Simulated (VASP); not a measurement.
A run of VASP 6.6.1 is set up as follows.

File POSCAR:

```
Ba
1.0
    3.5534980377      0.0000000000      0.0000000000
   -1.7767490188      3.0774195729      0.0000000000
    0.0000000000      0.0000000000      5.7994142868
Ba
2
Direct
    0.3333333333      0.6666666667      0.2500000000
    0.6666666667      0.3333333333      0.7500000000
```

INCAR.step1

```
SYSTEM = Ba
  ALGO = Normal
  EDIFF = 1E-4
  ENCUT = 520
  GGA = PE
  ISMEAR = 0
  LASPH = .TRUE.
  LCHARG = .FALSE.
  LREAL = .FALSE.
  LWAVE = .TRUE.
  NBANDS = 17
  NELM = 100
  PREC = Accurate
  SIGMA = 0.1
```

Contents of INCAR.step2:

```
SYSTEM = Ba
  ALGO = Normal
  EDIFF = 1E-6
  ENCUT = 520
  ISIF = 2
  ISMEAR = 0
  ISTART = 1
  LASPH = .TRUE.
  LCHARG = .FALSE.
  LMIXTAU = .TRUE.
  LREAL = .FALSE.
  LWAVE = .FALSE.
  METAGGA = R2SCAN
  NBANDS = 17
  NELM = 100
  PREC = Accurate
  SIGMA = 0.1
```

File KPOINTS:

```
k-points
0
G
  6 6 4
  0 0 0
```

Potentials or basis: VASP PAW PBE potentials, release 64 (Ba_sv).

Launch:

```sh
$ cat potpaw_PBE.64/Ba_sv/POTCAR > POTCAR
$ cp INCAR.step1 INCAR
$ mpirun -np 1 vasp_std > vasp.out
$ cp INCAR.step2 INCAR
$ mpirun -np 1 vasp_std > vasp.out
```

(1) Estimate the pressure.

(2) What does it give for the band gap on the k mesh?

Answers

(1) 14.2 GPa.

(2) zero (bands 10 and 11 overlap by 1.85 eV).

Caveat: the stress differs along the axes, from 10 to 16 GPa; the PAW data sets were made with another functional, which shifts forces and pressure a little; spin-orbit coupling is left out, which moves the levels of the heavy elements.
